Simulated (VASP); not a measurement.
# Dy2H (Fm-3m) in VASP: further runs

Runs on Dy2H. Level: PBE. Tasks: single point, relaxation of cell and atoms.

Program: VASP 6.6.1. These are calculated values, not measurements. Logs are shortened: lines on timing, memory, paths and dates and some standing lists are left out, and cuts for length are marked.

**1. The cell of the first run**

Symmetry: Fm-3m, No. 225, cubic system. The conventional cell has a = 6.393 Å, b = 6.393 Å, c = 6.393 Å, α = 90.00°, β = 90.00°, γ = 90.00°. Dy (site symmetry -43m) has 4 H at 2.77 Å and 6 Dy at 3.20 Å within 3.6 Å. H (site symmetry m-3m) has 8 Dy at 2.77 Å within 3.6 Å.

The cell was built from a structure type or drawn by symmetry, and may not be a known phase.

**2. Single point, PBE**

File INCAR:

```
SYSTEM = Dy2H
ALGO = Normal
EDIFF = 1E-6
ENCUT = 500
GGA = PE
GGA_COMPAT = .FALSE.
ISIF = 2
ISMEAR = 0
LASPH = .TRUE.
LCHARG = .TRUE.
LELF = .TRUE.
LMAXMIX = 6
LREAL = .FALSE.
LVHAR = .TRUE.
LWAVE = .FALSE.
NBANDS = 16
NELM = 200
PREC = Accurate
SIGMA = 0.2
```

File KPOINTS:

```
k-points
0
G
  5 5 5
  0 0 0
```

File POSCAR:

```
Dy2H
1.0
    0.0000000000      3.1965650316      3.1965650316
    3.1965650316      0.0000000000      3.1965650316
    3.1965650316      3.1965650316      0.0000000000
Dy H
2 1
Direct
    0.2500000000      0.2500000000      0.2500000000
    0.7500000000      0.7500000000      0.7500000000
    0.0000000000      0.0000000000      0.0000000000
```

Potentials or basis: VASP PAW PBE potentials, release 64 (Dy_3, H), 4f in core.

Run with:

```sh
$ cat potpaw_PBE.64/Dy_3/POTCAR potpaw_PBE.64/H/POTCAR > POTCAR
$ mpirun -np 1 vasp_std > vasp.out
```

OUTCAR:

```text
SYSTEM = Dy2H
   EDIFF = 1E-6
   ENCUT = 500
   GGA = PE
   ISIF = 2
   ISMEAR = 0
   LASPH = .TRUE.
   LREAL = .FALSE.
   NELM = 200
   PREC = Accurate

 ion  position               nearest neighbor table
   1  0.250  0.250  0.250-   2 3.20   2 3.20   2 3.20   2 3.20   2 3.20   2 3.20
   2  0.750  0.750  0.750-   1 3.20   1 3.20   1 3.20   1 3.20   1 3.20   1 3.20
   3  0.000  0.000  0.000-

  LATTYP: Found a face centered cubic cell.
 ALAT       =     6.3931300632

  Lattice vectors:

 A1 = (   0.0000000000,   3.1965650316,   3.1965650316)
 A2 = (   3.1965650316,   0.0000000000,   3.1965650316)
 A3 = (   3.1965650316,   3.1965650316,   0.0000000000)

Analysis of symmetry for initial positions (statically):
=====================================================================
 Subroutine PRICEL returns:
 Original cell was already a primitive cell.

 Routine SETGRP: Setting up the symmetry group for a
 face centered cubic supercell.

 Subroutine GETGRP returns: Found 48 space group operations
 (whereof 48 operations were pure point group operations)
 out of a pool of 48 trial point group operations.

The static configuration has the point symmetry O_h .

Analysis of symmetry for dynamics (positions and initial velocities):
=====================================================================
 Subroutine PRICEL returns:
 Original cell was already a primitive cell.

 Routine SETGRP: Setting up the symmetry group for a
 face centered cubic supercell.

 Subroutine GETGRP returns: Found 48 space group operations
 (whereof 48 operations were pure point group operations)
 out of a pool of 48 trial point group operations.

The dynamic configuration has the point symmetry O_h .

 Subroutine INISYM returns: Found 48 space group operations
 (whereof 48 operations are pure point group operations),
 and found     1 'primitive' translations

----------------------------------------------------------------------------------------

                                     Primitive cell

  volume of cell :      65.3252

  direct lattice vectors                    reciprocal lattice vectors
     0.000000000  3.196565032  3.196565032    -0.156417903  0.156417903  0.156417903
     3.196565032  0.000000000  3.196565032     0.156417903 -0.156417903  0.156417903
     3.196565032  3.196565032  0.000000000     0.156417903  0.156417903 -0.156417903

  length of vectors
[... 68 lines left out ...]
   NELM   =    200;   NELMIN=  2; NELMDL= -5     # of ELM steps
   EDIFF  = 0.1E-05   stopping-criterion for ELM
   LREAL  =      F    real-space projection
   EDIFFG = 0.1E-04   stopping-criterion for IOM
   NSW    =      0    number of steps for IOM
   IBRION =     -1    ionic relax: 0-MD 1-quasi-New 2-CG
   NFREE  =      0    steps in history (QN), initial steepest desc. (CG)
   ISIF   =      2    stress and relaxation
   ISYM   =      2    0-nonsym 1-usesym 2-fastsym
   POTIM  = 0.5000    time-step for ionic-motion
   TEBEG  =    0.0;   TEEND  =   0.0 temperature during run
   PSTRESS=    0.0 pullay stress
   NELECT =      19.0000    total number of electrons
   NUPDOWN=      -1.0000    fix difference up-down
   EMIN   =  10.00;   EMAX   =-10.00  energy-range for DOS
   EFERMI =   0.00;   METHOD = LEGACY
   ISMEAR =     0;   SIGMA  =   0.20  broadening in eV -4-tet -1-fermi 0-gaus
   EFERMI_NEDOS =   21; number of points for ismear=-14 and -15
   IALGO  =     38    algorithm
   IMIX   =      4    mixing-type and parameters
     AMIX     =   0.40;   BMIX     =  1.00
     AMIX_MAG =   1.60;   BMIX_MAG =  1.00
  volume/ion in A,a.u.               =      21.78       146.95
  Fermi-wavevector in a.u.,A,eV,Ry     =   1.084674  2.049736 16.007489  1.176517
  Thomas-Fermi vector in A             =   2.220769
   LORBIT       =      0    0 simple, 1 ext, 2 COOP (PROOUT), +10 PAW based schemes
   GGA     = PE    functional components
   LHFCALC =     F    Hartree Fock is set to
   AEXX    =    0.0000 exact exchange contribution
   IVDW    =     0    specifies the selected vdW correction
   LEPSILON=     F    determine dielectric tensor
   LRPA    =     F    only Hartree local field effects (RPA)
 non-spin polarized calculation
 Gauss-broadening in eV      SIGMA  =   0.20
  energy-cutoff  :      500.00
  volume of cell :       65.33
 maximum number of plane-waves:      1669
 NGX is ok and might be reduce to    36
   NGX = 17   NGY = 17   NGZ = 17

 number of electron      18.9999999 magnetization

 Free energy of the ion-electron system (eV)
  ---------------------------------------------------
  ext. energy  EPLUGINS =         0.00000000
  ---------------------------------------------------
  free energy    TOTEN  =       -11.18645913 eV

  energy without entropy =      -11.10346857  energy(sigma->0) =      -11.14496385

 E-fermi :   3.2146     XC(G=0):  -9.9126

 val. band max:        3.1997624898   @ k =  -0.2000   0.2000   0.0000
 cond. band min:       3.3105203859   @ k =   0.4000   0.2000   0.0000
 fundamental gap:      0.1107578961
 Fermi energy:         3.2146368111

 k-point     1 :       0.0000    0.0000    0.0000
  band No.  band energies     occupation
      1     -20.4975      2.00000
      2     -20.4975      2.00000
      3     -20.4975      2.00000
      4     -19.8269      2.00000
      5     -19.8269      2.00000
      6     -19.8269      2.00000
[... 167 lines left out ...]
      3     -20.3202      2.00000
      4     -20.0700      2.00000
      5     -19.7758      2.00000
      6     -19.7220      2.00000
[... 8 lines left out ...]
     15       6.6252      0.00000
     16       7.3989      0.00000

------------------------ aborting loop because EDIFF is reached ----------------------------------------

  FORCE on cell =-STRESS in cart. coord.  units (eV):
  Direction    XX          YY          ZZ          XY          YZ          ZX
  --------------------------------------------------------------------------------------
  -------------------------------------------------------------------------------------
  Total       -0.0654538     -0.0654538     -0.0654538     -0.0000000     -0.0000000      0.0000000
  in kB       -1.6053327     -1.6053327     -1.6053327     -0.0000000     -0.0000000      0.0000000
  external PRESSURE =      -1.6053327 kB  Pullay stress =       0.0000000 kB

 VOLUME and BASIS-vectors are now :
 -----------------------------------------------------------------------------
  energy-cutoff  :      500.00
  volume of cell :       65.33
      direct lattice vectors                 reciprocal lattice vectors
     0.000000000  3.196565032  3.196565032    -0.156417903  0.156417903  0.156417903
     3.196565032  0.000000000  3.196565032     0.156417903 -0.156417903  0.156417903
     3.196565032  3.196565032  0.000000000     0.156417903  0.156417903 -0.156417903

 POSITION                                       TOTAL-FORCE (eV/Angst)
 -----------------------------------------------------------------------------------
      1.59828      1.59828      1.59828         0.000000      0.000000      0.000000
      4.79485      4.79485      4.79485        -0.000000     -0.000000     -0.000000
      0.00000      0.00000      0.00000         0.000000     -0.000000     -0.000000
 -----------------------------------------------------------------------------------
    total drift:                                0.000000      0.000000      0.000000

  FREE ENERGIE OF THE ION-ELECTRON SYSTEM (eV)
  ---------------------------------------------------
  free  energy   TOTEN  =       -11.1864591330 eV

  energy  without entropy=      -11.1034685718  energy(sigma->0) =      -11.14496385
```

OSZICAR:

```text
N       E                     dE             d eps       ncg     rms          rms(c)
DAV:   1     0.496084095243E+02    0.49608E+02   -0.84206E+03   320   0.989E+02
DAV:   2    -0.871706471937E+01   -0.58325E+02   -0.56654E+02   352   0.277E+02
DAV:   3    -0.112011259438E+02   -0.24841E+01   -0.22910E+01   488   0.349E+01
DAV:   4    -0.112388185032E+02   -0.37693E-01   -0.37658E-01   352   0.488E+00
DAV:   5    -0.112402783652E+02   -0.14599E-02   -0.14597E-02   536   0.778E-01    0.190E+01
DAV:   6    -0.111734405534E+02    0.66838E-01   -0.14100E-01   440   0.178E+00    0.115E+01
DAV:   7    -0.111917446237E+02   -0.18304E-01   -0.14931E-01   472   0.201E+00    0.736E-01
DAV:   8    -0.111863372083E+02    0.54074E-02   -0.27704E-02   416   0.801E-01    0.772E-02
DAV:   9    -0.111864506557E+02   -0.11345E-03   -0.17044E-03   400   0.232E-01    0.432E-02
DAV:  10    -0.111864573259E+02   -0.66703E-05   -0.61038E-05   424   0.436E-02    0.270E-02
DAV:  11    -0.111864595159E+02   -0.21900E-05   -0.12398E-05   376   0.200E-02    0.985E-03
DAV:  12    -0.111864591330E+02    0.38292E-06   -0.95881E-07   336   0.712E-03
   1 F= -.11186459E+02 E0= -.11144964E+02  d E =-.829906E-01
```

stdout:

```text
POSCAR found type information on POSCAR DyH
 POSCAR found :  2 types and       3 ions
 scaLAPACK will be used
 LDA part: xc-table for (Slater+PW92), standard interpolation
 POSCAR, INCAR and KPOINTS ok, starting setup
 FFT: planning ... GRIDC
 FFT: planning ... GRID_SOFT
 FFT: planning ... GRID
 WAVECAR not read
 entering main loop
```

It took 11 s on 1 thread of AMD EPYC 9R45 (Zen 5), shared host; peak memory 0.17 GiB.

What came out:

```
Free energy            : -11.1865 eV
Pressure               : -0.2 GPa
Band gap on the k mesh : zero (an odd number of electrons rules out a gap without spin polarisation)
```

Caveat: spin-orbit coupling is left out, which moves the levels of the heavy elements; the 4f electrons are frozen in the core, so they carry no moment and show no levels.

**3. Relaxation of cell and atoms, PBE**

This run uses another cell than the first one, of 20.81 Å³/atom.

File INCAR:

```
SYSTEM = Dy2H
PREC = Accurate
ENCUT = 500
EDIFF = 1E-7
ISMEAR = 0
SIGMA = 0.2
LREAL = .False.
LASPH = .True.
NELM = 200
ALGO = Normal
ISIF = 3
LWAVE = .False.
LCHARG = .False.
GGA = PE
IBRION = 2
NSW = 36
EDIFFG = -0.08
GGA_COMPAT = .False.
NELMIN = 4
LMAXMIX = 6
```

File KPOINTS:

```
regular mesh
0
Gamma
  5 5 5
  0 0 0
```

File POSCAR:

```
Dy2H
1.0
    0.0000000000      3.1486831300      3.1486831300
    3.1486831300      0.0000000000      3.1486831300
    3.1486831300      3.1486831300      0.0000000000
Dy H
2 1
Direct
    0.2500000000      0.2500000000      0.2500000000
    0.7500000000      0.7500000000      0.7500000000
    0.0000000000      0.0000000000      0.0000000000
```

Potentials or basis: VASP PAW PBE potentials, release 64 (Dy_3, H), 4f in core.

Run with:

```sh
$ cat potpaw_PBE.64/Dy_3/POTCAR potpaw_PBE.64/H/POTCAR > POTCAR
$ mpirun -np 1 vasp_std > vasp.out
```

Run time: 12 s. Hardware: 1 thread of AMD EPYC 9R45 (Zen 5), shared host; peak memory 0.15 GiB.

The run converged. Its results:

```yaml
Free_energy: -11.1846 eV
Relaxed_volume: 21.40 Å³/atom
Relaxed_cell: a = 4.495 Å, b = 4.495 Å, c = 4.495 Å, α = 60.00°, β = 60.00°, γ = 60.00°
Space_group_after_relaxing_to_0.1_Å: Fm-3m (No. 225)
Energy_gained_by_relaxing: 3.6 meV/atom
Ionic_steps: 2
Pressure_after_relaxing: 0.4 GPa
Band_gap_on_the_k_mesh: zero (an odd number of electrons rules out a gap without spin polarisation)
```

The path:
```
step  energy change (eV)  largest force (eV/Å)  pressure (GPa)  volume (Å³)
   1              0.0000                0.0000            1.50        62.43
   2             -0.0107                0.0000            0.44        64.21
```

Final structure:
```yaml
crystal:
  lattice:
    - [0.00000, 3.17827, 3.17827]
    - [3.17827, 0.00000, 3.17827]
    - [3.17827, 3.17827, 0.00000]
  atoms:
    - { symbol: Dy, position: [0.25000, 0.25000, 0.25000] }
    - { symbol: Dy, position: [0.75000, 0.75000, 0.75000] }
    - { symbol: H, position: [0.00000, 0.00000, 0.00000] }
```

Levels at points of the mesh, in eV from the Fermi level:
```
           k point  band 7  band 8  band 9  band 10  band 11  band 12  band 13
(0.00, 0.00, 0.00)   -6.59   -1.00   -1.00    -1.00    -0.79    -0.79     0.62
```

Caveat: spin-orbit coupling is left out, which moves the levels of the heavy elements; the 4f electrons are frozen in the core, so they carry no moment and show no levels.
